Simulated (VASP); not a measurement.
# TePb: single point with PBE

The system is TePb.

```xyz
2
Lattice="0.0000 3.2310 3.2310 3.2310 0.0000 3.2310 3.2310 3.2310 0.0000" Properties=species:S:1:pos:R:3 pbc="T T T"
Pb    0.0000    0.0000    0.0000
Te    3.2310    3.2310    3.2310
```

| Property | Result |
| --- | --- |
| Program | VASP 6.6.1 |
| Task | single point |
| Functional | PBE |
| Potentials or basis | VASP PAW PBE potentials, release 64 (Pb_d, Te) |
| Cutoff | 520 eV |
| k mesh | 7 × 7 × 7 |
| Occupations | gaussian, width 0.03 eV |
| Spin | no spin polarisation |
| Dipole correction | no |
| Further INCAR settings | ALGO = Normal; EDIFF = 1e-06; NBANDS = 17 |

The pressure is 2.1 GPa.

Levels at points of the mesh, in eV from the Fermi level:
| k point | band 8 | band 9 | band 10 | band 11 | band 12 | band 13 |
| --- | --- | --- | --- | --- | --- | --- |
| (0.00, 0.00, 0.00) | -1.40 | -1.40 | -1.40 | 4.03 | 4.03 | 4.03 |

It took 50 s on 1 thread of Intel Xeon 6975P-C (shared host), peak memory 0.18 GiB.

Caveat: this odd mesh misses L, where the gap lies, so gap, dielectric constants and Born charges aren't listed; spin-orbit coupling is left out, which moves the levels of the heavy elements.
